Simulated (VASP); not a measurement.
Write the native input for VASP 6.6.1 that does the following.

| Property | Result |
| --- | --- |
| Task | single point |
| Functional | PBE |
| Potentials or basis | VASP PAW PBE potentials, release 64 (Si, O) |
| Cutoff | 640 eV |
| k mesh | 13 × 13 × 10 |
| Occupations | tetrahedron, width 0.03 eV |
| Spin | no spin polarisation |
| Tolerance level | standard |
| Purpose | density of states |
| K density | 5 × 5 × 4 |
| Further INCAR settings | ALGO = Normal; EDIFF = 1e-06; NBANDS = 68 |

SiO2:

```
Si O
1.0
     4.98200    0.00000    0.00000
     0.00000    4.98200    0.00000
     0.00000    0.00000    6.96300
Si O
4 8
Direct
  0.79897 0.20103 0.75000
  0.70103 0.70103 0.50000
  0.20103 0.79897 0.25000
  0.29897 0.29897 0.00000
  0.10347 0.23989 0.82187
  0.26011 0.60347 0.07187
  0.89653 0.76011 0.32187
  0.73989 0.39653 0.57187
  0.60347 0.26011 0.92813
  0.76011 0.89653 0.67813
  0.39653 0.73989 0.42813
  0.23989 0.10347 0.17813
```

One way to write it, as run:

POSCAR

```
SiO2
1.0
    4.9820000000      0.0000000000      0.0000000000
    0.0000000000      4.9820000000      0.0000000000
    0.0000000000      0.0000000000      6.9630000000
Si O
4 8
Direct
    0.7989700000      0.2010300000      0.7500000000
    0.7010300000      0.7010300000      0.5000000000
    0.2010300000      0.7989700000      0.2500000000
    0.2989700000      0.2989700000      0.0000000000
    0.1034700000      0.2398900000      0.8218700000
    0.2601100000      0.6034700000      0.0718700000
    0.8965300000      0.7601100000      0.3218700000
    0.7398900000      0.3965300000      0.5718700000
    0.6034700000      0.2601100000      0.9281300000
    0.7601100000      0.8965300000      0.6781300000
    0.3965300000      0.7398900000      0.4281300000
    0.2398900000      0.1034700000      0.1781300000
```

INCAR.step1

```
ALGO     = Normal         # electronic algorithm
EDIFF    = 1E-6           # SCF threshold, eV
EFERMI   = MIDGAP       
ENCUT    = 640            # plane-wave cutoff, eV
GGA      = PE             # functional
GGA_COMPAT= F            
ISMEAR   = 0              # smearing method
KPAR     = 8            
LASPH    = T              # aspherical terms in the spheres
LCHARG   = T              # write CHGCAR
LREAL    = F              # projectors in reciprocal space
LWAVE    = F              # write WAVECAR
NBANDS   = 68             # bands
NELM     = 120            # most SCF steps
PREC     = Accurate       # precision mode
SIGMA    = 0.03           # smearing width, eV
```

KPOINTS.step1

```
k-points
0
Gamma
  5 5 4
```

INCAR.step2

```
ALGO     = Normal         # electronic algorithm
EDIFF    = 1E-6           # SCF threshold, eV
EFERMI   = MIDGAP       
EMAX     = 10.9651      
EMIN     = -14.0349     
ENCUT    = 640            # plane-wave cutoff, eV
GGA      = PE             # functional
GGA_COMPAT= F            
ICHARG   = 11             # starting density
ISMEAR   = -5             # smearing method
KPAR     = 8            
LASPH    = T              # aspherical terms in the spheres
LCHARG   = F              # write CHGCAR
LORBIT   = 11             # projections on sites
LREAL    = F              # projectors in reciprocal space
LWAVE    = F              # write WAVECAR
NBANDS   = 68             # bands
NEDOS    = 4001           # points of the DOS
NELM     = 120            # most SCF steps
PREC     = Accurate       # precision mode
```

KPOINTS.step2

```
Automatic mesh
0
Gamma
  13 13 10
  0 0 0
```

Potentials or basis: VASP PAW PBE potentials, release 64 (Si, O).

Run with:

```sh
$ cat potpaw_PBE.64/Si/POTCAR potpaw_PBE.64/O/POTCAR > POTCAR
$ cp INCAR.step1 INCAR
$ cp KPOINTS.step1 KPOINTS
$ mpirun -np 8 vasp_std > vasp.out
$ cp INCAR.step2 INCAR
$ cp KPOINTS.step2 KPOINTS
$ mpirun -np 8 vasp_std > vasp.out
```

Results of the run:

```
Band gap on the k mesh                                : 5.77 eV
Valence electrons inside the program's atomic spheres : Si 1.67; O 5.26
```

Caveat: an odd mesh through Γ misses points on the zone boundary, where band edges can lie.

Wall time 2.6 min on 8 MPI ranks on AMD EPYC 9R45 96-Core Processor (Zen 5) (shared host), peak memory 1.5 GiB a rank.
